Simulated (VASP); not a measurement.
# HfN (rock salt type) (Fm-3m) in VASP: notebook

HfN (rock salt type) is run at these levels: HSE06; tasks: single point.

All numbers are computed with VASP 6.6.1; they aren't measurements. Logs are shortened: lines on timing, memory, paths and dates and some standing lists are left out, and cuts for length are marked.

**1. The cell of the first run**

The structure is cubic, space group Fm-3m (No. 225). The conventional cell has a = 4.406 Å, b = 4.406 Å, c = 4.406 Å, α = 90.00°, β = 90.00°, γ = 90.00°. Hf (site symmetry m-3m) has 6 N at 2.20 Å within 2.9 Å. N (site symmetry m-3m) has 6 Hf at 2.20 Å within 2.9 Å.

**2. Single point, HSE06**

Input file POSCAR:

```
HfN
1.0
    0.0000000000      2.2029136914      2.2029136914
    2.2029136914      0.0000000000      2.2029136914
    2.2029136914      2.2029136914      0.0000000000
Hf N
1 1
Direct
    0.0000000000      0.0000000000      0.0000000000
    0.5000000000      0.5000000000      0.5000000000
```

Input file INCAR.step1:

```
ALGO     = Normal         # electronic algorithm
EDIFF    = 1E-5           # SCF threshold, eV
ENCUT    = 520            # plane-wave cutoff, eV
GGA      = PE             # functional
ISIF     = 2              # what is computed and relaxed
ISMEAR   = -1             # smearing method
LASPH    = T              # aspherical terms in the spheres
LCHARG   = F              # write CHGCAR
LREAL    = F              # projectors in reciprocal space
LWAVE    = T              # write WAVECAR
NBANDS   = 14             # bands
NELM     = 100            # most SCF steps
PREC     = Accurate       # precision mode
SIGMA    = 0.1            # smearing width, eV
```

Input file INCAR.step2:

```
ALGO     = Normal         # electronic algorithm
EDIFF    = 1E-7           # SCF threshold, eV
ENCUT    = 520            # plane-wave cutoff, eV
GGA      = PE             # functional
HFSCREEN = 0.2079         # screening, 1/A
ISIF     = 2              # what is computed and relaxed
ISMEAR   = -1             # smearing method
ISTART   = 1            
LASPH    = T              # aspherical terms in the spheres
LCHARG   = F              # write CHGCAR
LHFCALC  = T              # exact exchange
LREAL    = F              # projectors in reciprocal space
LWAVE    = F              # write WAVECAR
NBANDS   = 14             # bands
NELM     = 100            # most SCF steps
PREC     = Accurate       # precision mode
PRECFOCK = Normal       
SIGMA    = 0.1            # smearing width, eV
```

Input file KPOINTS:

```
k-points
0
Gamma
  4 4 4
```

Potentials or basis: VASP PAW PBE potentials, release 64 (Hf_pv, N).

Started as:

```console
$ cat potpaw_PBE.64/Hf_pv/POTCAR potpaw_PBE.64/N/POTCAR > POTCAR
$ cp INCAR.step1 INCAR
$ mpirun -np 1 vasp_std > vasp.out
$ cp INCAR.step2 INCAR
$ mpirun -np 1 vasp_std > vasp.out
```

OUTCAR:

```text
EDIFF = 1E-7
   ENCUT = 520
   GGA = PE
   HFSCREEN = 0.2079
   ISIF = 2
   ISMEAR = -1
   ISTART = 1
   LASPH = T
   LHFCALC = T
   LREAL = F
   NELM = 100
   PREC = Accurate
   PRECFOCK = Normal

 ion  position               nearest neighbor table
   1  0.000  0.000  0.000-   2 2.20   2 2.20   2 2.20   2 2.20   2 2.20   2 2.20
   2  0.500  0.500  0.500-   1 2.20   1 2.20   1 2.20   1 2.20   1 2.20   1 2.20

  LATTYP: Found a face centered cubic cell.
 ALAT       =     4.4058273828

  Lattice vectors:

 A1 = (   0.0000000000,   2.2029136914,   2.2029136914)
 A2 = (   2.2029136914,   0.0000000000,   2.2029136914)
 A3 = (   2.2029136914,   2.2029136914,   0.0000000000)

Analysis of symmetry for initial positions (statically):
=====================================================================
 Subroutine PRICEL returns:
 Original cell was already a primitive cell.

 Routine SETGRP: Setting up the symmetry group for a
 face centered cubic supercell.

 Subroutine GETGRP returns: Found 48 space group operations
 (whereof 48 operations were pure point group operations)
 out of a pool of 48 trial point group operations.

The static configuration has the point symmetry O_h .

Analysis of symmetry for dynamics (positions and initial velocities):
=====================================================================
 Subroutine PRICEL returns:
 Original cell was already a primitive cell.

 Routine SETGRP: Setting up the symmetry group for a
 face centered cubic supercell.

 Subroutine GETGRP returns: Found 48 space group operations
 (whereof 48 operations were pure point group operations)
 out of a pool of 48 trial point group operations.

The dynamic configuration has the point symmetry O_h .

 Subroutine INISYM returns: Found 48 space group operations
 (whereof 48 operations are pure point group operations),
 and found     1 'primitive' translations

----------------------------------------------------------------------------------------

                                     Primitive cell

  volume of cell :      21.3807

  direct lattice vectors                    reciprocal lattice vectors
     0.000000000  2.202913691  2.202913691    -0.226972124  0.226972124  0.226972124
[... 83 lines left out ...]
   EFERMI =   0.00;   METHOD = LEGACY
   ISMEAR =    -1;   SIGMA  =   0.10  broadening in eV -4-tet -1-fermi 0-gaus
   EFERMI_NEDOS =   21; number of points for ismear=-14 and -15
   IALGO  =     38    algorithm
   IMIX   =      1    mixing-type and parameters
     AMIX     =   0.40;   BMIX     =  1.00
     AMIX_MAG =   1.60;   BMIX_MAG =  1.00
  volume/ion in A,a.u.               =      10.69        72.14
  Fermi-wavevector in a.u.,A,eV,Ry     =   1.454670  2.748927 28.790804  2.116064
  Thomas-Fermi vector in A             =   2.571794
   LORBIT       =      0    0 simple, 1 ext, 2 COOP (PROOUT), +10 PAW based schemes
   GGA     = PE    functional components
   LHFCALC =     T    Hartree Fock is set to
   PRECFOCK=normal    Normal, Fast or Accurate (Low or Medium for compatibility)
   ENCUT4O =  -1.0   cutoff for four orbital integrals eV
   NKREDX  =     1    reduce k-point grid by
   NKREDY  =     1    reduce k-point grid by
   NKREDZ  =     1    reduce k-point grid by
   AEXX    =    0.2500 exact exchange contribution
   HFSCREEN=    0.2079 screening length (either q_TF or 0.3 A-1)
   HFSCREENC=   0.2079 screening length for correlation (either q_TF or 0.3 A-1)
   ENCUTFOCK=  -1.0 apply spherical cutoff to Coloumb kernel
   IVDW    =     0    specifies the selected vdW correction
   LEPSILON=     F    determine dielectric tensor
   LRPA    =     F    only Hartree local field effects (RPA)
 non-spin polarized calculation
  energy-cutoff  :      520.00
  volume of cell :       21.38
 maximum number of plane-waves:       588
  NGX = 18; NGY = 18; NGZ = 18

 number of electron      15.0000002 magnetization

 Free energy of the ion-electron system (eV)
  ---------------------------------------------------
  ext. energy  EPLUGINS =         0.00000000
  ---------------------------------------------------
  free energy    TOTEN  =       -25.21539945 eV

  energy without entropy =      -25.19984110  energy(sigma->0) =      -25.20762027

 E-fermi :   8.6248     XC(G=0): -10.7262

 val. band max:        8.3222863379   @ k =   0.5000   0.2500   0.0000
 cond. band min:       8.9499378545   @ k =   0.0000   0.0000   0.0000
 fundamental gap:      0.6276515166
 Fermi energy:         8.6247516524

 k-point     1 :       0.0000    0.0000    0.0000
  band No.  band energies     occupation
      1     -24.2192      2.00000
      2     -24.2192      2.00000
      3     -24.2192      2.00000
      4     -11.2170      2.00000
      5       5.2076      2.00000
      6       5.2076      2.00000
      7       5.2076      2.00000
      8       8.9499      0.07452
      9       8.9499      0.07452
     10       8.9499      0.07452
     11      11.6707      0.00000
     12      11.6708      0.00000
     13      12.2567      0.00000
     14      19.4154      0.00000
[... 105 lines left out ...]
      1     -25.0293      2.00000
      2     -25.0293      2.00000
      3     -24.7270      2.00000
      4      -9.2018      2.00000
      5       1.4887      2.00000
      6       2.4514      2.00000
      7       2.4514      2.00000
      8      10.5325      0.00000
      9      10.5325      0.00000
     10      15.9996      0.00000
     11      16.1830      0.00000
     12      16.7158      0.00000
     13      21.9118      0.00000
     14      22.8406      0.00000

------------------------ aborting loop because EDIFF is reached ----------------------------------------

  FORCE on cell =-STRESS in cart. coord.  units (eV):
  Direction    XX          YY          ZZ          XY          YZ          ZX
  --------------------------------------------------------------------------------------
  -------------------------------------------------------------------------------------
  Total        2.8041141      2.8041141      2.8041141      0.0000000      0.0000000     -0.0000000
  in kB      210.1279502    210.1279502    210.1279502      0.0000000      0.0000000     -0.0000000
  external PRESSURE =     210.1279502 kB  Pullay stress =       0.0000000 kB

 VOLUME and BASIS-vectors are now :
 -----------------------------------------------------------------------------
  energy-cutoff  :      520.00
  volume of cell :       21.38
      direct lattice vectors                 reciprocal lattice vectors
     0.000000000  2.202913691  2.202913691    -0.226972124  0.226972124  0.226972124
     2.202913691  0.000000000  2.202913691     0.226972124 -0.226972124  0.226972124
     2.202913691  2.202913691  0.000000000     0.226972124  0.226972124 -0.226972124

 POSITION                                       TOTAL-FORCE (eV/Angst)
 -----------------------------------------------------------------------------------
      0.00000      0.00000      0.00000         0.000000     -0.000000      0.000000
      2.20291      2.20291      2.20291        -0.000000      0.000000     -0.000000
 -----------------------------------------------------------------------------------
    total drift:                                0.000000      0.000000      0.000000

  FREE ENERGIE OF THE ION-ELECTRON SYSTEM (eV)
  ---------------------------------------------------
  free  energy   TOTEN  =       -25.2153994478 eV

  energy  without entropy=      -25.1998410984  energy(sigma->0) =      -25.20762027
```

OUTCAR.step1:

```text
EDIFF = 1E-5
   ENCUT = 520
   GGA = PE
   ISIF = 2
   ISMEAR = -1
[... 337 lines left out ...]
 -----------------------------------------------------------------------------------
      0.00000      0.00000      0.00000        -0.000000     -0.000000     -0.000000
      2.20291      2.20291      2.20291         0.000000      0.000000      0.000000
 -----------------------------------------------------------------------------------
    total drift:                                0.000000     -0.000000     -0.000000

  FREE ENERGIE OF THE ION-ELECTRON SYSTEM (eV)
  ---------------------------------------------------
  free  energy   TOTEN  =       -21.6086642648 eV

  energy  without entropy=      -21.5808954440  energy(sigma->0) =      -21.59477985
```

It took 3.3 min on 1 thread of AMD EPYC 9R45 (Zen 5), shared host; peak memory 0.22 GiB.

Results:

* Free energy: -25.2154 eV
* Pressure: 21.0 GPa

Caveat: the k points lie up to 0.62 Å⁻¹ apart; the PAW data sets were made with another functional, which shifts forces and pressure a little; spin-orbit coupling is left out, which moves the levels of the heavy elements.

[end of part 1 of 2]
